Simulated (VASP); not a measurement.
Runs of VASP 6.6.1 on AlN. The structure is that of space group P6_3mc (No. 186), or close to it. The cells are those of the table. 

```tsv
level	cell	k mesh	grid for exact exchange (PRECFOCK)	share of exact exchange	screening parameter	gap on the mesh (eV)	pressure (GPa)	largest force (eV/Å)
r2SCAN	a = 3.013, b = 3.013, c = 4.829 Å, angles 90.0, 90.0, 120.0°, 4 atoms	12 × 12 × 6	-	-	-	5.74	22.7	-
r2SCAN	a = 2.982, b = 2.982, c = 4.779 Å, angles 90.0, 90.0, 120.0°, 4 atoms	12 × 12 × 6	-	-	-	(a)	32.4	-
HSE06	a = 3.076, b = 3.076, c = 4.929 Å, angles 90.0, 90.0, 120.0°, 4 atoms	6 × 6 × 4	Normal	0.25	0.2079 1/Å	5.88	(b)	0.01
HSE06	a = 3.231, b = 3.231, c = 5.178 Å, angles 90.0, 90.0, 120.0°, 4 atoms	6 × 6 × 4	Normal	0.25	0.2079 1/Å	(c)	-20.5	0.01
r2SCAN	a = 3.138, b = 3.138, c = 5.028 Å, angles 90.0, 90.0, 120.0°, 4 atoms	12 × 12 × 6	-	-	-	4.65	-6.3	-
```

Alike in all rows: task single point; potentials or basis VASP PAW PBE potentials, release 64 (Al, N); no spin polarisation; cutoff (eV) 520; smearing gaussian 0.01 eV.

**Question.** Estimate the missing entries.

**Answer.** (a) 5.76; (b) 6.0; (c) 4.50.

Caveats: the PAW data sets were made with another functional, which shifts forces and pressure a little; the cell stands under pressure (at least some runs); the cell stands under tension (at least some runs).

A k mesh can miss the band edges.
